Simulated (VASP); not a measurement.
# Pr4O (Im-3m) in VASP: notebook

Pr4O is run at these levels: PBE; tasks: single point, relaxation of cell and atoms.

Program: VASP 6.6.1. These are calculated values, not measurements. Logs are shortened: lines on timing, memory, paths and dates and some standing lists are left out, and cuts for length are marked.

## 1. The cell of the first run

Symmetry: Im-3m, No. 229, cubic system. Conventional cell: a = 6.306 Å, b = 6.306 Å, c = 6.306 Å, α = 90.00°, β = 90.00°, γ = 90.00°. Within 3.6 Å of Pr (site symmetry -3m) lie 2 O at 2.73 Å and 6 Pr at 3.15 Å. O (site symmetry m-3m) has 8 Pr at 2.73 Å within 3.6 Å.

## 2. Single point, PBE

INCAR reads:

```
SYSTEM = Pr4O
  ALGO = Normal
  EDIFF = 1E-6
  ENCUT = 520
  GGA = PE
  ISIF = 2
  ISMEAR = 0
  LASPH = .TRUE.
  LCHARG = .TRUE.
  LELF = .TRUE.
  LREAL = .FALSE.
  LVHAR = .TRUE.
  LWAVE = .FALSE.
  NBANDS = 37
  NELM = 100
  PREC = Accurate
  SIGMA = 0.1
```

KPOINTS reads:

```
k-points
0
G
  4 4 4
  0 0 0
```

POSCAR reads:

```
Pr4O
1.0
   -3.1531850500      3.1531850500      3.1531850500
    3.1531850500     -3.1531850500      3.1531850500
    3.1531850500      3.1531850500     -3.1531850500
Pr O
4 1
Direct
    0.5000000000      0.5000000000      0.5000000000
    0.0000000000      0.0000000000      0.5000000000
    0.0000000000      0.5000000000      0.0000000000
    0.5000000000      0.0000000000      0.0000000000
    0.0000000000      0.0000000000      0.0000000000
```

Potentials or basis: VASP PAW PBE potentials, release 64 (Pr, O).

On the command line:

```sh
$ cat potpaw_PBE.64/Pr/POTCAR potpaw_PBE.64/O/POTCAR > POTCAR
$ mpirun -np 1 vasp_std > vasp.out
```

OUTCAR:

```text
SYSTEM = Pr4O
   EDIFF = 1E-6
   ENCUT = 520
   GGA = PE
   ISIF = 2
   ISMEAR = 0
   LASPH = .TRUE.
   LREAL = .FALSE.
   NELM = 100
   PREC = Accurate

 ion  position               nearest neighbor table
   1  0.500  0.500  0.500-   5 2.73   5 2.73   4 3.15   2 3.15   4 3.15   3 3.15   2 3.15   3 3.15

   2  0.000  0.000  0.500-   5 2.73   5 2.73   4 3.15   1 3.15   3 3.15   3 3.15   4 3.15   1 3.15

   3  0.000  0.500  0.000-   5 2.73   5 2.73   4 3.15   1 3.15   2 3.15   2 3.15   1 3.15   4 3.15

   4  0.500  0.000  0.000-   5 2.73   5 2.73   3 3.15   1 3.15   1 3.15   2 3.15   2 3.15   3 3.15

   5  0.000  0.000  0.000-   1 2.73   2 2.73   3 2.73   4 2.73   2 2.73   3 2.73   4 2.73   1 2.73

  LATTYP: Found a body centered cubic cell.
 ALAT       =     6.3063701000

  Lattice vectors:

 A1 = (  -3.1531850500,   3.1531850500,   3.1531850500)
 A2 = (   3.1531850500,  -3.1531850500,   3.1531850500)
 A3 = (   3.1531850500,   3.1531850500,  -3.1531850500)

Analysis of symmetry for initial positions (statically):
=====================================================================
 Subroutine PRICEL returns:
 Original cell was already a primitive cell.

 Routine SETGRP: Setting up the symmetry group for a
 body centered cubic supercell.

 Subroutine GETGRP returns: Found 48 space group operations
 (whereof 48 operations were pure point group operations)
 out of a pool of 48 trial point group operations.

The static configuration has the point symmetry O_h .

Analysis of symmetry for dynamics (positions and initial velocities):
=====================================================================
 Subroutine PRICEL returns:
 Original cell was already a primitive cell.

 Routine SETGRP: Setting up the symmetry group for a
 body centered cubic supercell.

 Subroutine GETGRP returns: Found 48 space group operations
 (whereof 48 operations were pure point group operations)
 out of a pool of 48 trial point group operations.

The dynamic configuration has the point symmetry O_h .

 Subroutine INISYM returns: Found 48 space group operations
 (whereof 48 operations are pure point group operations),
 and found     1 'primitive' translations

----------------------------------------------------------------------------------------

                                     Primitive cell

  volume of cell :     125.4031

  direct lattice vectors                    reciprocal lattice vectors
    -3.153185050  3.153185050  3.153185050     0.000000000  0.158569825  0.158569825
     3.153185050 -3.153185050  3.153185050     0.158569825  0.000000000  0.158569825
     3.153185050  3.153185050 -3.153185050     0.158569825  0.158569825  0.000000000

  length of vectors
     5.461476712  5.461476712  5.461476712     0.224251596  0.224251596  0.224251596

  position of ions in fractional coordinates (direct lattice)
     0.500000000  0.500000000  0.500000000
     0.000000000  0.000000000  0.500000000
     0.000000000  0.500000000  0.000000000
     0.500000000  0.000000000  0.000000000
     0.000000000  0.000000000  0.000000000

  ion indices of the primitive-cell ions
   primitive index   ion index
                 1           1
                 2           2
                 3           3
                 4           4
                 5           5

----------------------------------------------------------------------------------------

 KPOINTS: k-points

Automatic generation of k-mesh.
 Grid dimensions read from file:
 generate k-points for:    4    4    4

 Generating k-lattice:

  Cartesian coordinates                     Fractional coordinates (reciprocal lattice)
     0.000000000  0.039642456  0.039642456     0.250000000  0.000000000  0.000000000
     0.039642456  0.000000000  0.039642456     0.000000000  0.250000000  0.000000000
     0.039642456  0.039642456  0.000000000     0.000000000  0.000000000  0.250000000

  Length of vectors
     0.056062899  0.056062899  0.056062899

  Shift w.r.t. Gamma in fractional coordinates (k-lattice)
     0.000000000  0.000000000  0.000000000

 Subroutine IBZKPT returns following result:
 ===========================================

 Found      8 irreducible k-points:

 Following reciprocal coordinates:
            Coordinates               Weight
  0.000000  0.000000  0.000000      1.000000
  0.250000  0.000000  0.000000     12.000000
  0.500000  0.000000  0.000000      6.000000
  0.250000  0.250000  0.000000     24.000000
  0.250000  0.250000  0.250000      2.000000
 -0.250000  0.250000  0.250000      6.000000
  0.500000  0.500000  0.250000     12.000000
  0.500000  0.500000  0.500000      1.000000
   k-points           NKPTS =      8   k-points in BZ     NKDIM =      8   number of bands    NBANDS=     37
   number of dos      NEDOS =    301   number of ions     NIONS =      5
   total plane-waves  NPLWV =  74088
   dimension x,y,z NGX =    42 NGY =   42 NGZ =   42
   dimension x,y,z NGXF=    84 NGYF=   84 NGZF=   84
   ions per type =               4   1
   NGX,Y,Z   is equivalent  to a cutoff of  12.78, 12.78, 12.78 a.u.
   NGXF,Y,Z  is equivalent  to a cutoff of  25.57, 25.57, 25.57 a.u.
 SYSTEM =  Pr4O
   PREC   = accura    normal or accurate (medium, high low for compatibility)
   ISTART =      0    job   : 0-new  1-cont  2-samecut
   ICHARG =      2    charge: 1-file 2-atom 10-const
   ISPIN  =      1    spin polarized calculation?
   LNONCOLLINEAR =      F non collinear calculations
   LSORBIT =      F    spin-orbit coupling
   LASPH  =      T    aspherical Exc in radial PAW
   ENCUT  =  520.0 eV  38.22 Ry    6.18 a.u.  10.15 10.15 10.15*2*pi/ulx,y,z
   NELM   =    100;   NELMIN=  2; NELMDL= -5     # of ELM steps
   EDIFF  = 0.1E-05   stopping-criterion for ELM
   LREAL  =      F    real-space projection
   EDIFFG = 0.1E-04   stopping-criterion for IOM
   NSW    =      0    number of steps for IOM
   IBRION =     -1    ionic relax: 0-MD 1-quasi-New 2-CG
   NFREE  =      0    steps in history (QN), initial steepest desc. (CG)
   ISIF   =      2    stress and relaxation
   ISYM   =      2    0-nonsym 1-usesym 2-fastsym
   POTIM  = 0.5000    time-step for ionic-motion
   TEBEG  =    0.0;   TEEND  =   0.0 temperature during run
   PSTRESS=    0.0 pullay stress
   NELECT =      58.0000    total number of electrons
   NUPDOWN=      -1.0000    fix difference up-down
   EMIN   =  10.00;   EMAX   =-10.00  energy-range for DOS
   EFERMI =   0.00;   METHOD = LEGACY
   ISMEAR =     0;   SIGMA  =   0.10  broadening in eV -4-tet -1-fermi 0-gaus
   EFERMI_NEDOS =   21; number of points for ismear=-14 and -15
   IALGO  =     38    algorithm
   IMIX   =      4    mixing-type and parameters
     AMIX     =   0.40;   BMIX     =  1.00
     AMIX_MAG =   1.60;   BMIX_MAG =  1.00
  volume/ion in A,a.u.               =      25.08       169.25
  Fermi-wavevector in a.u.,A,eV,Ry     =   1.266042  2.392472 21.808259  1.602862
  Thomas-Fermi vector in A             =   2.399263
   LORBIT       =      0    0 simple, 1 ext, 2 COOP (PROOUT), +10 PAW based schemes
   GGA     = PE    functional components
   LHFCALC =     F    Hartree Fock is set to
   AEXX    =    0.0000 exact exchange contribution
   IVDW    =     0    specifies the selected vdW correction
   LEPSILON=     F    determine dielectric tensor
   LRPA    =     F    only Hartree local field effects (RPA)
 non-spin polarized calculation
 Gauss-broadening in eV      SIGMA  =   0.10
  energy-cutoff  :      520.00
  volume of cell :      125.40
 maximum number of plane-waves:      3408
 NGX is ok and might be reduce to    42
   NGX = 21   NGY = 21   NGZ = 21

 number of electron      57.9999998 magnetization

 Free energy of the ion-electron system (eV)
  ---------------------------------------------------
  ext. energy  EPLUGINS =         0.00000000
  ---------------------------------------------------
  free energy    TOTEN  =       -28.45455547 eV

  energy without entropy =      -28.23501192  energy(sigma->0) =      -28.34478369

 E-fermi :   7.2312     XC(G=0): -10.6891

 val. band max:        7.2263578045   @ k =   0.5000   0.5000   0.2500
 cond. band min:       7.2364539602   @ k =   0.5000   0.5000   0.2500
 fundamental gap:      0.0100961557
 Fermi energy:         7.2311818942

 k-point     1 :       0.0000    0.0000    0.0000
  band No.  band energies     occupation
      1     -28.9533      2.00000
      2     -28.4042      2.00000
      3     -28.4042      2.00000
      4     -28.4042      2.00000
      5     -11.8022      2.00000
      6     -11.8022      2.00000
[... 29 lines left out ...]
     36       7.5144      0.00006
     37       7.5145      0.00006

 k-point     2 :       0.2500    0.0000    0.0000
  band No.  band energies     occupation
      1     -28.8743      2.00000
      2     -28.4860      2.00000
      3     -28.4084      2.00000
      4     -28.4079      2.00000
      5     -12.4119      2.00000
      6     -11.7584      2.00000
[... 29 lines left out ...]
     36       7.4858      0.00032
     37       7.5244      0.00003

 k-point     3 :       0.5000    0.0000    0.0000
  band No.  band energies     occupation
      1     -28.6828      2.00000
      2     -28.6802      2.00000
      3     -28.4125      2.00000
      4     -28.4116      2.00000
      5     -12.6670      2.00000
      6     -11.7557      2.00000
[... 29 lines left out ...]
     36       7.4184      0.00812
     37       7.4240      0.00639

 k-point     4 :       0.2500    0.2500    0.0000
  band No.  band energies     occupation
      1     -28.7386      2.00000
      2     -28.5458      2.00000
      3     -28.5449      2.00000
      4     -28.3579      2.00000
      5     -12.6728      2.00000
      6     -11.5200      2.00000
[... 29 lines left out ...]
     36       7.4534      0.00167
     37       7.4876      0.00029

 k-point     5 :       0.2500    0.2500    0.2500
  band No.  band energies     occupation
      1     -28.5524      2.00000
      2     -28.5488      2.00000
      3     -28.5488      2.00000
      4     -28.5488      2.00000
      5     -12.4945      2.00000
      6     -10.8762      2.00000
[... 29 lines left out ...]
     36       7.3287      0.16776
     37       7.4143      0.00960

 k-point     6 :      -0.2500    0.2500    0.2500
  band No.  band energies     occupation
      1     -28.8159      2.00000
      2     -28.5411      2.00000
      3     -28.5411      2.00000
      4     -28.2776      2.00000
      5     -12.8514      2.00000
      6     -11.8371      2.00000
[... 29 lines left out ...]
     36       7.5193      0.00005
     37       7.5409      0.00001

 k-point     7 :       0.5000    0.5000    0.2500
  band No.  band energies     occupation
      1     -28.6775      2.00000
      2     -28.6762      2.00000
      3     -28.5966      2.00000
      4     -28.2243      2.00000
      5     -13.1087      2.00000
      6     -11.8357      2.00000
[... 29 lines left out ...]
     36       7.4728      0.00063
     37       7.5276      0.00003

 k-point     8 :       0.5000    0.5000    0.5000
  band No.  band energies     occupation
      1     -28.6721      2.00000
      2     -28.6721      2.00000
      3     -28.6721      2.00000
      4     -28.1455      2.00000
      5     -13.4104      2.00000
      6     -12.0109      2.00000
[... 29 lines left out ...]
     36       7.4517      0.00181
     37       7.5190      0.00005

------------------------ aborting loop because EDIFF is reached ----------------------------------------

  FORCE on cell =-STRESS in cart. coord.  units (eV):
  Direction    XX          YY          ZZ          XY          YZ          ZX
  --------------------------------------------------------------------------------------
  -------------------------------------------------------------------------------------
  Total       -8.9747300     -8.9747300     -8.9747300     -0.0000000     -0.0000000      0.0000000
  in kB     -114.6630813   -114.6630813   -114.6630813     -0.0000000     -0.0000000      0.0000000
  external PRESSURE =    -114.6630813 kB  Pullay stress =       0.0000000 kB

 VOLUME and BASIS-vectors are now :
 -----------------------------------------------------------------------------
  energy-cutoff  :      520.00
  volume of cell :      125.40
      direct lattice vectors                 reciprocal lattice vectors
    -3.153185050  3.153185050  3.153185050     0.000000000  0.158569825  0.158569825
     3.153185050 -3.153185050  3.153185050     0.158569825  0.000000000  0.158569825
     3.153185050  3.153185050 -3.153185050     0.158569825  0.158569825  0.000000000

 POSITION                                       TOTAL-FORCE (eV/Angst)
 -----------------------------------------------------------------------------------
      1.57659      1.57659      1.57659         0.000000     -0.000000      0.000000
      1.57659      1.57659     -1.57659        -0.000000      0.000000      0.000000
      1.57659     -1.57659      1.57659        -0.000000     -0.000000     -0.000000
     -1.57659      1.57659      1.57659         0.000000      0.000000     -0.000000
      0.00000      0.00000      0.00000         0.000000     -0.000000      0.000000
 -----------------------------------------------------------------------------------
    total drift:                               -0.000000     -0.000000      0.000000

  FREE ENERGIE OF THE ION-ELECTRON SYSTEM (eV)
  ---------------------------------------------------
  free  energy   TOTEN  =       -28.4545554709 eV

  energy  without entropy=      -28.2350119166  energy(sigma->0) =      -28.34478369
```

Run time: 3.2 min. Hardware: 1 thread of AMD EPYC 9R14 (Zen 4), shared host; peak memory 0.24 GiB.

What came out:

* Free energy: -28.4546 eV
* Pressure: -11.5 GPa
* Band gap on the k mesh: zero (band 29 reaches 7.32 eV, above the bottom of band 30 at 7.01 eV)

Levels at points of the mesh, in eV from the Fermi level:
| k point | band 24 | band 25 | band 26 | band 27 | band 28 | band 29 | band 30 | band 31 | band 32 | band 33 |
| --- | --- | --- | --- | --- | --- | --- | --- | --- | --- | --- |
| (0.00, 0.00, 0.00) | -1.21 | -1.21 | -0.15 | -0.15 | -0.15 | 0.03 | 0.03 | 0.03 | 0.15 | 0.15 |
| (0.50, 0.00, 0.00) | -0.59 | -0.53 | -0.39 | -0.04 | 0.01 | 0.04 | 0.04 | 0.09 | 0.13 | 0.14 |
| (0.50, 0.50, 0.50) | -0.33 | -0.33 | -0.23 | -0.23 | -0.23 | -0.22 | -0.22 | -0.20 | -0.15 | 0.05 |

Caveat: spin-orbit coupling is left out, which moves the levels of the heavy elements; the run has no spin polarisation, though such a crystal can be magnetic; without U or exact exchange the open f shell lies at the Fermi level, which spoils levels, moments and volumes.

## 3. Relaxation of cell and atoms, PBE

INCAR reads:

```
SYSTEM = Pr4O
PREC     = Accurate       ! precision mode
ENCUT    = 600            ! plane-wave cutoff, eV
EDIFF    = 1E-6           ! SCF threshold, eV
ISMEAR   = 0              ! smearing method
SIGMA    = 0.1            ! smearing width, eV
LREAL    = .FALSE.        ! projectors in reciprocal space
LASPH    = .TRUE.         ! aspherical terms in the spheres
NELM     = 80             ! most SCF steps
ALGO     = Normal         ! electronic algorithm
ISIF     = 3              ! what is computed and relaxed
LWAVE    = .FALSE.        ! write WAVECAR
LCHARG   = .FALSE.        ! write CHGCAR
GGA      = PE             ! functional
IBRION   = 2              ! ionic algorithm
NSW      = 90             ! ionic steps
EDIFFG   = -0.04          ! ionic threshold
```

KPOINTS reads:

```
Automatic mesh
0
G
  4 4 4
  0 0 0
```

POSCAR is that of step 2.

Potentials or basis: VASP PAW PBE potentials, release 64 (Pr, O).

On the command line:

```sh
$ cat potpaw_PBE.64/Pr/POTCAR potpaw_PBE.64/O/POTCAR > POTCAR
$ mpirun -np 1 vasp_std > vasp.out
```

It took 9.7 min on 1 thread of AMD EPYC 9R14 (Zen 4), shared host; peak memory 0.34 GiB.

Results (log left out):

| Property | Result |
| --- | --- |
| Free energy | -29.7878 eV |
| Relaxed volume | 19.39 Å³/atom |
| Relaxed cell | a = 5.013 Å, b = 5.013 Å, c = 5.013 Å, α = 109.47°, β = 109.47°, γ = 109.47° |
| Space group after relaxing (to 0.05 Å) | Im-3m (No. 229) |
| Energy gained by relaxing | 266.4 meV/atom |
| Ionic steps | 3 |
| Pressure after relaxing | -0.1 GPa |
| Band gap on the k mesh | zero (band 29 reaches 9.89 eV, above the bottom of band 30 at 9.35 eV) |

The path:
```tsv
step	energy change (eV)	largest force (eV/Å)	pressure (GPa)	volume (Å³)
1	0.0000	0.0000	-11.32	125.40
2	-1.3289	0.0000	1.03	95.90
3	-1.3319	0.0000	-0.14	96.97
```

Final structure:
```xyz
5
Lattice="-2.8942 2.8942 2.8942 2.8942 -2.8942 2.8942 2.8942 2.8942 -2.8942" Properties=species:S:1:pos:R:3 pbc="T T T"
Pr    1.4471    1.4471    1.4471
Pr    1.4471    1.4471   -1.4471
Pr    1.4471   -1.4471    1.4471
Pr   -1.4471    1.4471    1.4471
O     0.0000    0.0000    0.0000
```

Levels at points of the mesh, in eV from the Fermi level:
```tsv
k point	band 26	band 27	band 28	band 29	band 30	band 31
(0.00, 0.00, 0.00)	-0.26	-0.26	-0.26	0.04	0.04	0.04
(0.50, 0.00, 0.00)	-0.68	-0.12	0.01	0.05	0.13	0.17
(0.50, 0.50, 0.50)	-0.50	-0.50	-0.50	-0.43	-0.39	-0.39
```

Caveat: the electronic state changed during the relaxation; the volume moved by over 15 % at a fixed basis, so the end points are rough; spin-orbit coupling is left out, which moves the levels of the heavy elements; the run has no spin polarisation, though such a crystal can be magnetic; without U or exact exchange the open f shell lies at the Fermi level, which spoils levels, moments and volumes.
